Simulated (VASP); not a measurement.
# TaN (Cmcm) in VASP: single point with PBEsol

Aim: the single point of TaN with PBEsol.

All numbers are computed with VASP 6.6.1; they aren't measurements. Logs are shortened: lines on timing, memory, paths and dates and some standing lists are left out, and cuts for length are marked.

### Step 1. The cell of the first run

The structure is orthorhombic, space group Cmcm (No. 63). Conventional cell: a = 4.375 Å, b = 4.375 Å, c = 4.375 Å, α = 90.00°, β = 90.00°, γ = 90.00°. Ta (site symmetry m2m) has 6 N at 2.17 to 2.23 Å and 2 Ta at 2.82 Å within 2.9 Å. Within 2.9 Å of N (site symmetry m2m) lie 6 Ta at 2.17 to 2.23 Å and 2 N at 2.79 Å.

### Step 2. Single point, PBEsol (atoms displaced along a vibrational mode)

File INCAR:

```
PREC = Accurate
ENCUT = 700
EDIFF = 1E-6
ISMEAR = 0
SIGMA = 0.15
LREAL = False
LASPH = True
NELM = 120
ALGO = Normal
ISIF = 2
LWAVE = False
LCHARG = False
GGA = PS
NBANDS = 26
GGA_COMPAT = False
```

File KPOINTS:

```
Automatic mesh
0
Gamma
  14 14 10
```

File POSCAR:

```
TaN
1.0
    0.0000000000     -2.1874436362     -2.1874436362
    0.0000000000      2.1874436362     -2.1874436362
    4.3748872723      0.0000000000      0.0000000000
Ta N
2 2
Direct
    0.5474335804      0.4525664196      0.0000000000
   -0.0474335804      0.0474335804      0.5000000000
    0.4478843715      0.5521156285      0.5000000000
    0.0521156285     -0.0521156285      0.0000000000
```

Potentials or basis: VASP PAW PBE potentials, release 64 (Ta_sv_GW, N).

Launch:

```
cat potpaw_PBE.64/Ta_sv_GW/POTCAR potpaw_PBE.64/N/POTCAR > POTCAR
mpirun -np 1 vasp_std > vasp.out
```

OUTCAR:

```text
PREC = Accurate
   ENCUT = 700
   EDIFF = 1E-6
   ISMEAR = 0
   LREAL = False
   LASPH = True
   NELM = 120
   ISIF = 2
   GGA = PS

 ion  position               nearest neighbor table
   1  0.547  0.453  0.000-   4 2.17   4 2.19   4 2.19   4 2.21   3 2.23   3 2.23   2 2.82   2 2.82
                             2 3.12   2 3.12   2 3.12   2 3.12
   2  0.953  0.047  0.500-   3 2.17   3 2.19   3 2.19   3 2.21   4 2.23   4 2.23   1 2.82   1 2.82
                             1 3.12   1 3.12   1 3.12   1 3.12
   3  0.448  0.552  0.500-   2 2.17   2 2.19   2 2.19   2 2.21   1 2.23   1 2.23
   4  0.052  0.948  0.000-   1 2.17   1 2.19   1 2.19   1 2.21   2 2.23   2 2.23

  LATTYP: Found a simple tetragonal cell.
 ALAT       =     3.0935124572
 C/A-ratio  =     1.4142135623

  Lattice vectors:

 A1 = (   0.0000000000,  -2.1874436362,  -2.1874436362)
 A2 = (   0.0000000000,   2.1874436362,  -2.1874436362)
 A3 = (   4.3748872723,   0.0000000000,   0.0000000000)

Analysis of symmetry for initial positions (statically):
=====================================================================
 Subroutine PRICEL returns:
 Original cell was already a primitive cell.

 Routine SETGRP: Setting up the symmetry group for a
 simple tetragonal supercell.

 Subroutine GETGRP returns: Found  8 space group operations
 (whereof  4 operations were pure point group operations)
 out of a pool of 16 trial point group operations.

The static configuration has the point symmetry C_2v.
 The point group associated with its full space group is D_2h.

Analysis of symmetry for dynamics (positions and initial velocities):
=====================================================================
 Subroutine PRICEL returns:
 Original cell was already a primitive cell.

 Routine SETGRP: Setting up the symmetry group for a
 simple tetragonal supercell.

 Subroutine GETGRP returns: Found  8 space group operations
 (whereof  4 operations were pure point group operations)
 out of a pool of 16 trial point group operations.

The dynamic configuration has the point symmetry C_2v.
 The point group associated with its full space group is D_2h.

 Subroutine INISYM returns: Found  8 space group operations
 (whereof  4 operations are pure point group operations),
 and found     1 'primitive' translations

----------------------------------------------------------------------------------------

                                     Primitive cell

  volume of cell :      41.8669

  direct lattice vectors                    reciprocal lattice vectors
     0.000000000 -2.187443636 -2.187443636     0.000000000 -0.228577318 -0.228577318
     0.000000000  2.187443636 -2.187443636     0.000000000  0.228577318 -0.228577318
     4.374887272  0.000000000  0.000000000     0.228577318  0.000000000  0.000000000

  length of vectors
     3.093512457  3.093512457  4.374887272     0.323257143  0.323257143  0.228577318

  position of ions in fractional coordinates (direct lattice)
     0.547433580  0.452566420  0.000000000
     0.952566420  0.047433580  0.500000000
     0.447884372  0.552115628  0.500000000
     0.052115628  0.947884372  0.000000000

  ion indices of the primitive-cell ions
   primitive index   ion index
                 1           1
                 2           2
                 3           3
                 4           4

----------------------------------------------------------------------------------------

 KPOINTS: Automatic mesh

Automatic generation of k-mesh.
 Grid dimensions read from file:
 generate k-points for:   14   14   10

 Generating k-lattice:

  Cartesian coordinates                     Fractional coordinates (reciprocal lattice)
     0.000000000 -0.016326951 -0.016326951     0.071428571  0.000000000  0.000000000
     0.000000000  0.016326951 -0.016326951     0.000000000  0.071428571  0.000000000
     0.022857732  0.000000000  0.000000000     0.000000000  0.000000000  0.100000000

  Length of vectors
     0.023089796  0.023089796  0.022857732

  Shift w.r.t. Gamma in fractional coordinates (k-lattice)
     0.000000000  0.000000000  0.000000000

 Subroutine IBZKPT returns following result:
 ===========================================

 Found    342 irreducible k-points:

 Following reciprocal coordinates:
            Coordinates               Weight
  0.000000  0.000000  0.000000      1.000000
  0.071429  0.000000  0.000000      4.000000
  0.142857  0.000000  0.000000      4.000000
  0.214286  0.000000  0.000000      4.000000
  0.285714  0.000000  0.000000      4.000000
  0.357143  0.000000  0.000000      4.000000
[... 16 lines left out ...]
 -0.142857  0.142857  0.000000      2.000000
  0.214286  0.142857  0.000000      4.000000
 [... further k-points ...]
   k-points           NKPTS =    342   k-points in BZ     NKDIM =    342   number of bands    NBANDS=     26
   number of dos      NEDOS =    301   number of ions     NIONS =      4
   total plane-waves  NPLWV =  31360
   dimension x,y,z NGX =    28 NGY =   28 NGZ =   40
   dimension x,y,z NGXF=    56 NGYF=   56 NGZF=   80
   ions per type =               2   2
   NGX,Y,Z   is equivalent  to a cutoff of  15.05, 15.05, 15.20 a.u.
   NGXF,Y,Z  is equivalent  to a cutoff of  30.09, 30.09, 30.40 a.u.
 SYSTEM =  unknown system
   PREC   = accura    normal or accurate (medium, high low for compatibility)
   ISTART =      0    job   : 0-new  1-cont  2-samecut
   ICHARG =      2    charge: 1-file 2-atom 10-const
   ISPIN  =      1    spin polarized calculation?
   LNONCOLLINEAR =      F non collinear calculations
   LSORBIT =      F    spin-orbit coupling
   LASPH  =      T    aspherical Exc in radial PAW
   ENCUT  =  700.0 eV  51.45 Ry    7.17 a.u.   6.67  6.67  9.44*2*pi/ulx,y,z
   NELM   =    120;   NELMIN=  2; NELMDL= -5     # of ELM steps
   EDIFF  = 0.1E-05   stopping-criterion for ELM
   LREAL  =      F    real-space projection
   EDIFFG = 0.1E-04   stopping-criterion for IOM
   NSW    =      0    number of steps for IOM
   IBRION =     -1    ionic relax: 0-MD 1-quasi-New 2-CG
   NFREE  =      0    steps in history (QN), initial steepest desc. (CG)
   ISIF   =      2    stress and relaxation
   ISYM   =      2    0-nonsym 1-usesym 2-fastsym
   POTIM  = 0.5000    time-step for ionic-motion
   TEBEG  =    0.0;   TEEND  =   0.0 temperature during run
   PSTRESS=    0.0 pullay stress
   NELECT =      36.0000    total number of electrons
   NUPDOWN=      -1.0000    fix difference up-down
   EMIN   =  10.00;   EMAX   =-10.00  energy-range for DOS
   EFERMI =   0.00;   METHOD = LEGACY
   ISMEAR =     0;   SIGMA  =   0.15  broadening in eV -4-tet -1-fermi 0-gaus
   EFERMI_NEDOS =   21; number of points for ismear=-14 and -15
   IALGO  =     38    algorithm
   IMIX   =      4    mixing-type and parameters
     AMIX     =   0.40;   BMIX     =  1.00
     AMIX_MAG =   1.60;   BMIX_MAG =  1.00
  volume/ion in A,a.u.               =      10.47        70.63
  Fermi-wavevector in a.u.,A,eV,Ry     =   1.556750  2.941830 32.973307  2.423470
  Thomas-Fermi vector in A             =   2.660500
   LORBIT       =      0    0 simple, 1 ext, 2 COOP (PROOUT), +10 PAW based schemes
   GGA     = PS    functional components
   LHFCALC =     F    Hartree Fock is set to
   AEXX    =    0.0000 exact exchange contribution
   IVDW    =     0    specifies the selected vdW correction
   LEPSILON=     F    determine dielectric tensor
   LRPA    =     F    only Hartree local field effects (RPA)
 non-spin polarized calculation
 Gauss-broadening in eV      SIGMA  =   0.15
  energy-cutoff  :      700.00
  volume of cell :       41.87
 maximum number of plane-waves:      1788
   NGX = 13   NGY = 13   NGZ = 19

 number of electron      35.9999998 magnetization

 Free energy of the ion-electron system (eV)
  ---------------------------------------------------
  ext. energy  EPLUGINS =         0.00000000
  ---------------------------------------------------
  free energy    TOTEN  =       -51.44656387 eV

  energy without entropy =      -51.43292414  energy(sigma->0) =      -51.43974400

 E-fermi :  13.4497     XC(G=0): -14.0521

 val. band max:       13.4492818185   @ k =  -0.1429   0.1429   0.0000
 cond. band min:      13.4522455472   @ k =  -0.1429   0.1429   0.3000
 fundamental gap:      0.0029637287
 Fermi energy:        13.4496956132

 k-point     1 :       0.0000    0.0000    0.0000
  band No.  band energies     occupation
      1     -55.6006      2.00000
      2     -55.4950      2.00000
      3     -22.5791      2.00000
      4     -22.1110      2.00000
      5     -22.0697      2.00000
      6     -21.8879      2.00000
[... 18 lines left out ...]
     25      16.3278      0.00000
     26      17.9957      0.00000

 k-point     2 :       0.0714    0.0000    0.0000
  band No.  band energies     occupation
      1     -55.5986      2.00000
      2     -55.4948      2.00000
      3     -22.5684      2.00000
      4     -22.1244      2.00000
      5     -22.0740      2.00000
      6     -21.9026      2.00000
[... 18 lines left out ...]
     25      16.3468      0.00000
     26      18.1615      0.00000

 k-point     3 :       0.1429    0.0000    0.0000
  band No.  band energies     occupation
      1     -55.5932      2.00000
      2     -55.4947      2.00000
      3     -22.5373      2.00000
      4     -22.1808      2.00000
      5     -22.0668      2.00000
      6     -21.9567      2.00000
[... 18 lines left out ...]
     25      17.0489      0.00000
     26      18.3730      0.00000

 k-point     4 :       0.2143    0.0000    0.0000
  band No.  band energies     occupation
      1     -55.5850      2.00000
      2     -55.4946      2.00000
      3     -22.4891      2.00000
      4     -22.2664      2.00000
      5     -22.0777      2.00000
      6     -22.0254      2.00000
[... 18 lines left out ...]
     25      18.2118      0.00000
     26      18.3412      0.00000
[... 496 lines left out ...]
      1     -55.5862      2.00000
      2     -55.4939      2.00000
      3     -22.4999      2.00000
      4     -22.1690      2.00000
      5     -22.1392      2.00000
      6     -22.0384      2.00000
[... 18 lines left out ...]
     25      18.3121      0.00000
     26      18.4494      0.00000

 k-point    23 :      -0.1429    0.1429    0.0000
  band No.  band energies     occupation
      1     -55.5859      2.00000
      2     -55.4943      2.00000
      3     -22.4957      2.00000
      4     -22.2150      2.00000
      5     -22.1069      2.00000
      6     -21.9327      2.00000
[... 18 lines left out ...]
     25      18.3615      0.00000
     26      18.5895      0.00000

 k-point    24 :       0.2143    0.1429    0.0000
  band No.  band energies     occupation
      1     -55.5784      2.00000
      2     -55.4936      2.00000
      3     -22.4555      2.00000
      4     -22.2514      2.00000
      5     -22.1260      2.00000
      6     -22.1155      2.00000
[... 18 lines left out ...]
     25      18.2852      0.00000
     26      19.2350      0.00000

 [... further k-points ...]
[... 5 lines left out ...]
  --------------------------------------------------------------------------------------
  -------------------------------------------------------------------------------------
  Total       -1.1864222      3.5650055     -1.5017500      0.0000000      0.0000000      0.0000000
  in kB      -45.4024437    136.4269518    -57.4695282      0.0000000      0.0000000      0.0000000
  external PRESSURE =      11.1849933 kB  Pullay stress =       0.0000000 kB

 VOLUME and BASIS-vectors are now :
 -----------------------------------------------------------------------------
  energy-cutoff  :      700.00
  volume of cell :       41.87
      direct lattice vectors                 reciprocal lattice vectors
     0.000000000 -2.187443636 -2.187443636     0.000000000 -0.228577318 -0.228577318
     0.000000000  2.187443636 -2.187443636     0.000000000  0.228577318 -0.228577318
     4.374887272  0.000000000  0.000000000     0.228577318  0.000000000  0.000000000

 POSITION                                       TOTAL-FORCE (eV/Angst)
 -----------------------------------------------------------------------------------
      0.00000     -0.20752     -2.18744         0.000000      1.008465      0.000000
      2.18744     -1.97993     -2.18744         0.000000     -1.008465      0.000000
      2.18744      0.22800     -2.18744         0.000000     -0.648188      0.000000
      0.00000      1.95944     -2.18744         0.000000      0.648188      0.000000
 -----------------------------------------------------------------------------------
    total drift:                                0.000000     -0.000000      0.000000

  FREE ENERGIE OF THE ION-ELECTRON SYSTEM (eV)
  ---------------------------------------------------
  free  energy   TOTEN  =       -51.4465638688 eV

  energy  without entropy=      -51.4329241370  energy(sigma->0) =      -51.43974400
```

It took 9.8 min on 1 thread of Intel Xeon Platinum 8259CL at 2.50GHz (Skylake/Cascade Lake), shared host; peak memory 0.59 GiB.

Results:

```
Free energy            : -51.4466 eV
Pressure               : 1.1 GPa
Largest force          : 1.008 eV/Å
Band gap on the k mesh : zero (bands 18 and 19 overlap by 2.87 eV)
```

Forces in eV/Å, atoms in the order of the input:
```
Ta   0.000  1.008  0.000
Ta   0.000 -1.008  0.000
N    0.000 -0.648  0.000
N    0.000  0.648  0.000
```

Stress tensor (GPa, compression positive):
```
-4.54  0.00  0.00
 0.00 13.64  0.00
 0.00  0.00 -5.75
```

Caveat: the cell differs from its parent crystal (atoms displaced along a vibrational mode); the stress differs along the axes, from -6 to 14 GPa; the PAW data sets were made with another functional, which shifts forces and pressure a little; spin-orbit coupling is left out, which moves the levels of the heavy elements.
